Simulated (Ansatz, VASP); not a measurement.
# One calculation of BeSn2S3, two programs

```xyz
12
Lattice="0.0000 3.5972 0.0000 -0.8540 0.0000 8.5862 10.3143 0.0000 0.0097" Properties=species:S:1:pos:R:3 pbc="T T T"
Be    2.0818    1.7986    1.3347
Be    7.2390    1.7986    1.3395
Sn    1.9837    1.7986    4.9352
Sn    7.1409    1.7986    4.9400
Sn    4.1908    0.0000    8.1070
Sn    9.3480    0.0000    8.1118
S     0.9367    1.7986    7.8803
S     6.0938    1.7986    7.8852
S     2.0782    0.0000    2.2927
S     7.2354    0.0000    2.2975
S     3.7896    0.0000    5.5188
S     8.9468    0.0000    5.5236
```

Alike in both runs: task single point; functional PBE; k mesh 4 × 2 × 2; occupations gaussian, width 0.1 eV; no spin polarisation.

|  | VASP | Ansatz |
| --- | --- | --- |
| version | VASP 6.6.1 | Ansatz 0.2.0 |
| potentials or method | VASP PAW PBE potentials, release 64 (Be, Sn_d, S), cutoff 520 eV | scalar-relativistic, plane waves, PAW |
| valence electrons in the cell | 96 | 96 |

|  | VASP | Ansatz | Ansatz less VASP |
| --- | --- | --- | --- |
| gap on the k mesh at the Fermi level (eV) | 0.68 | 0.68 | -0.004 |
| least direct gap on the mesh (eV) | 1.00 | 0.99 | -0.006 |
| pressure (GPa) | 0.1 | 0.1 | +0.03 |
| traceless stress, the component that is largest in VASP (GPa) | 0.26 | 0.28 | +0.021 |
| rms of the force components (eV/Å) | 0.011 | 0.009 | -0.0015 |

Atom by atom the forces differ by 0.005 eV/Å (rms over components). With one functional, cell and mesh, what is left measures potentials, basis and numerics.

The k mesh is coarse, so the values compare programs but aren't converged.
